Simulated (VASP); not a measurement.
The system is Ir.

```xyz
1
Lattice="2.5280 0.0000 0.0000 0.0000 2.5280 0.0000 0.0000 0.0000 2.5280" Properties=species:S:1:pos:R:3 pbc="T T T"
Ir    0.0000    0.0000    0.0000
```

This isn't the form of Ir at room conditions, which is fcc.

Base run:

| Item | Value |
| --- | --- |
| Program | VASP 6.6.1 |
| Functional | LDA |
| Potentials or basis | VASP PAW LDA potentials, release 64 (Ir_sv_GW) |
| Cutoff | 560 eV |
| k mesh | 14 × 14 × 14 |
| Occupations | fermi-dirac, width 0.1 eV |
| Spin | no spin polarisation |

Its results: band gap on the k mesh zero (an odd number of electrons rules out a gap without spin polarisation); pressure -1.1 GPa.

Q: The run is repeated on the same cell with these changes: k mesh from 14 × 14 × 14 to 13 × 13 × 13. What comes out?

A: Band gap on the k mesh zero (an odd number of electrons rules out a gap without spin polarisation); pressure -0.5 GPa.

Caveats: spin-orbit coupling is left out, which moves the levels of the heavy elements.
